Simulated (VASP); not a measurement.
WSe2:

```
W Se
1.0
     3.20567    0.00000    0.00000
    -1.60284    2.77620    0.00000
     0.00000    0.00000   12.95920
W Se
2 4
Direct
  0.66667 0.33333 0.75000
  0.33333 0.66667 0.25000
  0.33333 0.66667 0.87878
  0.66667 0.33333 0.37878
  0.33333 0.66667 0.62122
  0.66667 0.33333 0.12122
```

This cell differs from its parent crystal: equal strain along all axes, cell held: -2.0 %.

```yaml
Program: VASP 6.6.1
Task: relaxation of the atoms
Functional: PBEsol
Potentials_or_basis: VASP PAW PBE potentials, release 64 (W_sv, Se)
Cutoff: 520 eV
k_mesh: 12 × 12 × 2
Occupations: gaussian, width 0.02 eV
Spin: no spin polarisation
```

At the start: pressure 7.3 GPa; volume 19.22 Å³/atom.

Problem. Where does the relaxation end?

Solution. Over 3 steps the energy falls by 6.5 meV/atom at a fixed cell; space group P6_3/mmc (No. 194, to 0.1 Å) before and after.

The path:
```
step  energy change (eV)  largest force (eV/Å)  pressure (GPa)
   1              0.0000                0.6151            7.34
   2             -0.0386                0.0425            4.36
   3             -0.0388                0.0001            4.14
```

Final structure:
```
W Se
1.0
     3.20567    0.00000    0.00000
    -1.60284    2.77620    0.00000
     0.00000    0.00000   12.95920
W Se
2 4
Direct
  0.66667 0.33333 0.75000
  0.33333 0.66667 0.25000
  0.33333 0.66667 0.88124
  0.66667 0.33333 0.38124
  0.33333 0.66667 0.61876
  0.66667 0.33333 0.11876
```

Caveat: the cell differs from its parent crystal (equal strain along all axes, cell held: -2.0 %); the PAW data sets were made with another functional, which shifts forces and pressure a little; this functional lacks dispersion, which binds layers or chains, so the pressure and a relaxed spacing across them are unreliable.
